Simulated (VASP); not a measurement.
# Sn8O16F (a cell with a defect) (F interstitial hop between voids) in VASP: notebook, part 2 of 2

VASP 6.6.1. The steps go on from the part before.

## Step 3: Single point, PBE

INCAR

```
PREC     = Accurate       # precision mode
ENCUT    = 520            # plane-wave cutoff, eV
EDIFF    = 1E-6           # SCF threshold, eV
ISMEAR   = -1             # smearing method
SIGMA    = 0.01           # smearing width, eV
LREAL    = Auto         
LASPH    = True           # aspherical terms in the spheres
NELM     = 100            # most SCF steps
ALGO     = Normal         # electronic algorithm
ISIF     = 2              # what is computed and relaxed
LWAVE    = False          # write WAVECAR
LCHARG   = False          # write CHGCAR
GGA      = PE             # functional
NBANDS   = 126            # bands
NELECT   = 216.0
```

KPOINTS

```
Automatic mesh
0
Gamma
  1 1 1
  0.25 0.25 0.25
```

POSCAR

```
Sn8O16F
1.0
    4.8274600300      4.8274600300      0.0000000000
   -4.8274600300      4.8274600300      0.0000000000
    0.0000000000      0.0000000000      6.4759066800
Sn O F
8 16 1
Direct
    0.0024824649      0.5083801802      0.2482829169
    0.5075679518     -0.0131943091      0.2483039178
    0.0210565182      0.0142614335     -0.0000542009
    0.4892258010      0.4877281190      0.0000526567
    0.0020552216      0.5077043590      0.7527446334
    0.5073296278     -0.0128482680      0.7531614091
   -0.0012617401      0.0055416306      0.5002071772
    0.5096457526      0.4887217057      0.5002502599
   -0.0008435078      0.8174391865      0.2527710915
    0.5177053739      0.2958232675      0.2535888920
   -0.0203818363      0.2009285409      0.2591444076
    0.5117868371      0.6788821616      0.2545018144
    0.3252678407     -0.0777094989      0.0012790487
    0.8056424032      0.5002310708      0.0005769076
    0.1880691905      0.5733216811      0.0005276481
    0.7044204362     -0.0039065057      0.0006374397
   -0.0007291619      0.8169335376      0.7477709670
    0.5186441699      0.2960718455      0.7465614066
   -0.0255167312      0.2005901642      0.7403916142
    0.5120974559      0.6789698889      0.7461395352
    0.3090272091     -0.0002528245      0.5009366503
    0.8145565112      0.5136460964      0.5002119641
    0.1997996864      0.4967372045      0.5006906616
    0.6924674631     -0.0155595281      0.5002800627
    0.2374234055      0.2446653090     -0.0047082210
```

Potentials or basis: VASP PAW PBE potentials, release 64 (Sn_d, O, F).

Command:

```sh
$ cat potpaw_PBE.64/Sn_d/POTCAR potpaw_PBE.64/O/POTCAR potpaw_PBE.64/F/POTCAR > POTCAR
$ mpirun -np 1 vasp_std > vasp.out
```

OUTCAR:

```text
PREC = Accurate
   ENCUT = 520
   EDIFF = 1E-6
   ISMEAR = -1
   LREAL = Auto
   LASPH = True
   NELM = 100
   ISIF = 2
   GGA = PE
   NELECT = 216.0

 ion  position               nearest neighbor table
   1  0.002  0.508  0.248-  22 2.08  15 2.09  14 2.09  11 2.11   9 2.11  23 2.12   5 3.21   5 3.27
                             4 3.69   3 3.74   8 3.74
   2  0.508  0.987  0.248-  24 2.06  13 2.07  16 2.09  12 2.10  10 2.11  21 2.13   6 3.21   6 3.27
                             3 3.70   7 3.73
   3  0.021  0.014  1.000-  17 2.12   9 2.12  11 2.13  19 2.13  25 2.16  16 2.17  13 2.17   7 3.24
                             7 3.24   6 3.69   2 3.70   5 3.73   1 3.74
   4  0.489  0.488  0.000-  20 2.11  12 2.11  18 2.11  10 2.11  15 2.14  14 2.16  25 2.39   8 3.24
                             8 3.24   5 3.69   1 3.69
   5  0.002  0.508  0.753-  22 2.08  14 2.09  15 2.09  19 2.11  17 2.11  23 2.12   1 3.21   1 3.27
                             4 3.69   3 3.73   8 3.74
   6  0.507  0.987  0.753-  24 2.07  13 2.08  16 2.09  20 2.10  18 2.11  21 2.12   2 3.21   2 3.27
                             3 3.69   7 3.74
   7  0.999  0.006  0.500-   9 2.05  19 2.05  17 2.06  11 2.06  24 2.10  21 2.12   3 3.24   3 3.24
                             2 3.73   6 3.74
   8  0.510  0.489  0.500-  12 2.05  20 2.05  18 2.07  10 2.07  22 2.09  23 2.12   4 3.24   4 3.24
                             5 3.74   1 3.74
   9  0.999  0.817  0.253-   7 2.05   1 2.11   3 2.12
  10  0.518  0.296  0.254-   8 2.07   4 2.11   2 2.11
  11  0.980  0.201  0.259-   7 2.06   1 2.11   3 2.13
  12  0.512  0.679  0.255-   8 2.05   2 2.10   4 2.11
  13  0.325  0.922  0.001-   2 2.07   6 2.08   3 2.17
  14  0.806  0.500  0.001-   5 2.09   1 2.09   4 2.16
[... 8 lines left out ...]
  23  0.200  0.497  0.501-   8 2.12   5 2.12   1 2.12
  24  0.692  0.984  0.500-   2 2.06   6 2.07   7 2.10
  25  0.237  0.245  0.995-   3 2.16   4 2.39

  LATTYP: Found a simple tetragonal cell.
 ALAT       =     6.8270594462
 C/A-ratio  =     0.9485645659

  Lattice vectors:

 A1 = (   4.8274600300,   4.8274600300,   0.0000000000)
 A2 = (  -4.8274600300,   4.8274600300,   0.0000000000)
 A3 = (   0.0000000000,   0.0000000000,   6.4759066800)

Analysis of symmetry for initial positions (statically):
=====================================================================
 Subroutine PRICEL returns:
 Original cell was already a primitive cell.

 Routine SETGRP: Setting up the symmetry group for a
 simple tetragonal supercell.

 Subroutine GETGRP returns: Found  1 space group operations
 (whereof  1 operations were pure point group operations)
 out of a pool of 16 trial point group operations.

The static configuration has the point symmetry C_1 .

Analysis of symmetry for dynamics (positions and initial velocities):
=====================================================================
 Subroutine PRICEL returns:
 Original cell was already a primitive cell.

 Routine SETGRP: Setting up the symmetry group for a
 simple tetragonal supercell.

 Subroutine GETGRP returns: Found  1 space group operations
 (whereof  1 operations were pure point group operations)
 out of a pool of 16 trial point group operations.

The dynamic configuration has the point symmetry C_1 .

 Subroutine INISYM returns: Found  1 space group operations
 (whereof  1 operations are pure point group operations),
[... 99 lines left out ...]
  0.250000  0.250000  0.250000      2.000000
 -0.250000  0.250000  0.250000      2.000000
 -0.250000 -0.250000  0.250000      2.000000
  0.250000 -0.250000  0.250000      2.000000
   k-points           NKPTS =      4   k-points in BZ     NKDIM =      4   number of bands    NBANDS=    126
   number of dos      NEDOS =    301   number of ions     NIONS =     25
   total plane-waves  NPLWV = 139968
   dimension x,y,z NGX =    54 NGY =   54 NGZ =   48
   dimension x,y,z NGXF=   108 NGYF=  108 NGZF=   96
   ions per type =               8  16   1
   NGX,Y,Z   is equivalent  to a cutoff of  13.15, 13.15, 12.32 a.u.
   NGXF,Y,Z  is equivalent  to a cutoff of  26.30, 26.30, 24.64 a.u.
 SYSTEM =  unknown system
   PREC   = accura    normal or accurate (medium, high low for compatibility)
   ISTART =      0    job   : 0-new  1-cont  2-samecut
   ICHARG =      2    charge: 1-file 2-atom 10-const
   ISPIN  =      1    spin polarized calculation?
   LNONCOLLINEAR =      F non collinear calculations
   LSORBIT =      F    spin-orbit coupling
   LASPH  =      T    aspherical Exc in radial PAW
   ENCUT  =  520.0 eV  38.22 Ry    6.18 a.u.  12.69 12.69 12.04*2*pi/ulx,y,z
   NELM   =    100;   NELMIN=  2; NELMDL= -5     # of ELM steps
   EDIFF  = 0.1E-05   stopping-criterion for ELM
   LREAL  =      T    real-space projection
   EDIFFG = 0.1E-04   stopping-criterion for IOM
   NSW    =      0    number of steps for IOM
   IBRION =     -1    ionic relax: 0-MD 1-quasi-New 2-CG
   NFREE  =      0    steps in history (QN), initial steepest desc. (CG)
   ISIF   =      2    stress and relaxation
   ISYM   =      2    0-nonsym 1-usesym 2-fastsym
   POTIM  = 0.5000    time-step for ionic-motion
   TEBEG  =    0.0;   TEEND  =   0.0 temperature during run
   PSTRESS=    0.0 pullay stress
   NELECT =     216.0000    total number of electrons
   NUPDOWN=      -1.0000    fix difference up-down
   EMIN   =  10.00;   EMAX   =-10.00  energy-range for DOS
   EFERMI =   0.00;   METHOD = LEGACY
   ISMEAR =    -1;   SIGMA  =   0.01  broadening in eV -4-tet -1-fermi 0-gaus
   EFERMI_NEDOS =   21; number of points for ismear=-14 and -15
   IALGO  =     38    algorithm
   IMIX   =      4    mixing-type and parameters
     AMIX     =   0.40;   BMIX     =  1.00
     AMIX_MAG =   1.60;   BMIX_MAG =  1.00
  volume/ion in A,a.u.               =      12.07        81.48
  Fermi-wavevector in a.u.,A,eV,Ry     =   1.464323  2.767168 29.174165  2.144241
  Thomas-Fermi vector in A             =   2.580312
   LORBIT       =      0    0 simple, 1 ext, 2 COOP (PROOUT), +10 PAW based schemes
   GGA     = PE    functional components
   LHFCALC =     F    Hartree Fock is set to
   AEXX    =    0.0000 exact exchange contribution
   IVDW    =     0    specifies the selected vdW correction
   LEPSILON=     F    determine dielectric tensor
   LRPA    =     F    only Hartree local field effects (RPA)
 non-spin polarized calculation
  energy-cutoff  :      520.00
  volume of cell :      301.83
 maximum number of plane-waves:      8114
 NGX is ok and might be reduce to    50
   NGX = 25   NGY = 25   NGZ = 25

 number of electron     216.0000008 magnetization

 Free energy of the ion-electron system (eV)
  ---------------------------------------------------
  ext. energy  EPLUGINS =         0.00000000
  ---------------------------------------------------
  free energy    TOTEN  =      -143.49386960 eV

  energy without entropy =     -143.49386960  energy(sigma->0) =     -143.49386960

 E-fermi :   6.5075     XC(G=0): -11.2081

 val. band max:        6.2164428239   @ k =  -0.2500   0.2500   0.2500
 cond. band min:       8.3165411995   @ k =  -0.2500   0.2500   0.2500
 fundamental gap:      2.1000983756
 Fermi energy:         6.5075345528

 k-point     1 :       0.2500    0.2500    0.2500
  band No.  band energies     occupation
      1     -15.7949      2.00000
      2     -15.2089      2.00000
      3     -15.2002      2.00000
      4     -15.1584      2.00000
      5     -15.1285      2.00000
      6     -15.1113      2.00000
[... 481 lines left out ...]
    119      13.1670      0.00000
    120      13.4702      0.00000
 [bands above 120 left out]

------------------------ aborting loop because EDIFF is reached ----------------------------------------

  FORCE on cell =-STRESS in cart. coord.  units (eV):
  Direction    XX          YY          ZZ          XY          YZ          ZX
  --------------------------------------------------------------------------------------
  -------------------------------------------------------------------------------------
  Total       20.5740074     16.0579265     17.3827815     -2.7532308      0.0286202      0.0085399
  in kB      109.2097778     85.2377735     92.2702938    -14.6145432      0.1519199      0.0453311
  external PRESSURE =      95.5726150 kB  Pullay stress =       0.0000000 kB

 VOLUME and BASIS-vectors are now :
 -----------------------------------------------------------------------------
  energy-cutoff  :      520.00
  volume of cell :      301.83
      direct lattice vectors                 reciprocal lattice vectors
     4.827460030  4.827460030  0.000000000     0.103574136  0.103574136  0.000000000
    -4.827460030  4.827460030  0.000000000    -0.103574136  0.103574136  0.000000000
     0.000000000  0.000000000  6.475906680     0.000000000  0.000000000  0.154418532

 POSITION                                       TOTAL-FORCE (eV/Angst)
 -----------------------------------------------------------------------------------
     -2.44220      2.46617      1.60786        -0.026976      0.003754     -0.039331
     -2.31350      7.21403      1.60799         0.009059     -0.020947     -0.025555
      0.03280      0.17050      6.47556        -0.007013     -0.046709     -0.009907
      0.00723      4.71621      0.00034        -0.012688     -0.005064      0.013847
     -2.44100      2.46084      4.87470        -0.007118      0.012820      0.038470
     -2.31632      7.21455      4.87740         0.023547     -0.010179      0.030600
[... 17 lines left out ...]
     -1.40949      8.09521      3.23977        -0.009067      0.001664      0.009963
     -0.03496      2.32726      6.44542         0.017503      0.043718     -0.012868
 -----------------------------------------------------------------------------------
    total drift:                                0.003510      0.004061     -0.008140

  FREE ENERGIE OF THE ION-ELECTRON SYSTEM (eV)
  ---------------------------------------------------
  free  energy   TOTEN  =      -143.4938695972 eV

  energy  without entropy=     -143.4938695972  energy(sigma->0) =     -143.49386960
```

Run time: 7 min. Hardware: 1 thread of Intel Xeon Platinum 8488C (Sapphire Rapids), shared host; peak memory 0.4 GiB.

What came out:

```yaml
Free_energy: -143.4939 eV
Largest_force: 0.067 eV/Å
```

Forces on the atoms (eV/Å):
```
Sn  -0.027  0.004 -0.039
Sn   0.009 -0.021 -0.026
Sn  -0.007 -0.047 -0.010
Sn  -0.013 -0.005  0.014
Sn  -0.007  0.013  0.038
Sn   0.024 -0.010  0.031
Sn   0.003  0.050  0.001
Sn  -0.013 -0.035 -0.018
O    0.018 -0.045 -0.015
O   -0.018 -0.021  0.003
O   -0.019 -0.011  0.015
O    0.008  0.017 -0.005
O   -0.032 -0.039 -0.016
O   -0.026 -0.037  0.011
O    0.045  0.046  0.018
O    0.027  0.043  0.004
O    0.005 -0.020  0.017
O    0.024  0.019 -0.030
O    0.004  0.010  0.006
O   -0.024  0.036  0.015
O   -0.017 -0.022 -0.004
O    0.024  0.009 -0.011
O    0.004  0.022  0.003
O   -0.009  0.002  0.010
F    0.018  0.044 -0.013
```

Caveat: the k points lie up to 0.97 Å⁻¹ apart; the cell carries a net charge on a neutralising background, which shifts energy and pressure; the cell is charged against a uniform background, so pressure and absolute levels hang on convention; spin-orbit coupling is left out, which moves the levels of the heavy elements.

## Step 4: Single point, LDA

INCAR

```
SYSTEM = Sn8O16F
ALGO = Normal ; EDIFF = 1E-6
ENCUT = 520 ; GGA = CA
ISIF = 2 ; ISMEAR = -1
LASPH = .TRUE. ; LCHARG = .TRUE.
LELF = .TRUE. ; LREAL = Auto
LVHAR = .TRUE. ; LWAVE = .FALSE.
NBANDS = 126 ; NELECT = 216.0
NELM = 80 ; PREC = Accurate
SIGMA = 0.01
```

KPOINTS is that of step 3.

POSCAR

```
Sn8O16F
1.0
    4.8274600300      4.8274600300      0.0000000000
   -4.8274600300      4.8274600300      0.0000000000
    0.0000000000      0.0000000000      6.4759066800
Sn O F
8 16 1
Direct
    0.0024824700      0.5083800800      0.2482828500
    0.5075679300     -0.0131942900      0.2483038800
    0.0210564400      0.0142614500     -0.0000541400
    0.4892258700      0.4877281300      0.0000526400
    0.0020552500      0.5077043000      0.7527446000
    0.5073296500     -0.0128482800      0.7531613800
   -0.0012617600      0.0055415500      0.5002071500
    0.5096456900      0.4887217200      0.5002503300
   -0.0008434500      0.8174392000      0.2527710800
    0.5177054000      0.2958232000      0.2535888400
   -0.0203819100      0.2009285400      0.2591443600
    0.5117868400      0.6788821000      0.2545017900
    0.3252679300     -0.0777094900      0.0012790400
    0.8056423800      0.5002310800      0.0005768800
    0.1880692000      0.5733216800      0.0005276000
    0.7044204200     -0.0039064500      0.0006374400
   -0.0007291700      0.8169334500      0.7477709800
    0.5186442500      0.2960718400      0.7465613400
   -0.0255167700      0.2005901500      0.7403915700
    0.5120974700      0.6789698100      0.7461395500
    0.3090272400     -0.0002527600      0.5009366100
    0.8145565200      0.5136460000      0.5002119900
    0.1997996400      0.4967371700      0.5006906200
    0.6924674600     -0.0155594800      0.5002800500
    0.2374234000      0.2446653100     -0.0047082300
```

Potentials or basis: VASP PAW LDA potentials, release 64 (Sn_d, O, F).

Command:

```sh
$ cat potpaw_LDA.64/Sn_d/POTCAR potpaw_LDA.64/O/POTCAR potpaw_LDA.64/F/POTCAR > POTCAR
$ mpirun -np 1 vasp_std > vasp.out
```

Wall time 7.1 min (1 thread of Intel Xeon Platinum 8488C (Sapphire Rapids), shared host); peak memory 0.35 GiB.

It converged, with:

```yaml
Free_energy: -164.0736 eV
Largest_force: 0.202 eV/Å
```

Forces in eV/Å, atoms in the order of the input:
```
Sn  -0.071 -0.002 -0.026
Sn   0.051 -0.028 -0.032
Sn  -0.019  0.045 -0.010
Sn  -0.024 -0.002  0.012
Sn  -0.046  0.000  0.026
Sn   0.063 -0.012  0.030
Sn  -0.017 -0.012  0.003
Sn  -0.027  0.020 -0.006
O   -0.036  0.054 -0.009
O   -0.136  0.005 -0.024
O    0.121 -0.015 -0.017
O    0.057 -0.080 -0.007
O   -0.077  0.179 -0.015
O    0.075  0.057  0.006
O    0.115 -0.165  0.016
O   -0.071 -0.049  0.003
O   -0.048  0.078  0.012
O   -0.100  0.039 -0.001
O    0.147  0.020  0.033
O    0.028 -0.064  0.016
O    0.078  0.043 -0.001
O    0.117  0.059 -0.010
O   -0.079 -0.036  0.003
O   -0.103 -0.067  0.009
F    0.001 -0.067 -0.010
```

Levels at points of the mesh, in eV from the Fermi level:
```csv
k point,band 104,band 105,band 106,band 107,band 108,band 109,band 110,band 111,band 112,band 113
"(0.25, 0.25, 0.25)",-1.34,-1.30,-1.20,-0.96,-0.33,1.76,3.23,3.36,3.75,3.91
```

Caveat: the k points lie up to 0.97 Å⁻¹ apart; the cell carries a net charge on a neutralising background, which shifts energy and pressure; the cell is charged against a uniform background, so pressure and absolute levels hang on convention; spin-orbit coupling is left out, which moves the levels of the heavy elements.
